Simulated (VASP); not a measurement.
A run of VASP 6.6.1 is set up as follows.

INCAR

```
SYSTEM = MgSe
ALGO = Normal
EDIFF = 1E-6
ENCUT = 600
GGA = PE
GGA_COMPAT = .FALSE.
ISIF = 2
ISMEAR = 0
LASPH = .TRUE.
LCHARG = .TRUE.
LELF = .TRUE.
LREAL = .FALSE.
LVHAR = .TRUE.
LWAVE = .FALSE.
NBANDS = 11
NELM = 120
PREC = Accurate
SIGMA = 0.01
```

Contents of KPOINTS:

```
k-points
0
G
  4 4 4
  0 0 0
```

POSCAR

```
MgSe
1.0
    0.0000000000      2.7255000000      2.7255000000
    2.7255000000      0.0000000000      2.7255000000
    2.7255000000      2.7255000000      0.0000000000
Se Mg
1 1
Direct
    0.5000000000      0.5000000000      0.5000000000
    0.0000000000      0.0000000000      0.0000000000
```

Potentials or basis: VASP PAW PBE potentials, release 64 (Se, Mg).

The run is started by

```console
$ cat potpaw_PBE.64/Se/POTCAR potpaw_PBE.64/Mg/POTCAR > POTCAR
$ mpirun -np 1 vasp_std > vasp.out
```

Question: Predict the band gap on the k mesh.

Answer: 1.77 eV (least direct gap 2.58 eV).

Question: What does it give for the pressure?

Answer: 2.3 GPa.

Caveat: the k points lie up to 0.50 Å⁻¹ apart. Expect the measured gap to be larger: semilocal functionals such as PBE lack the derivative discontinuity.
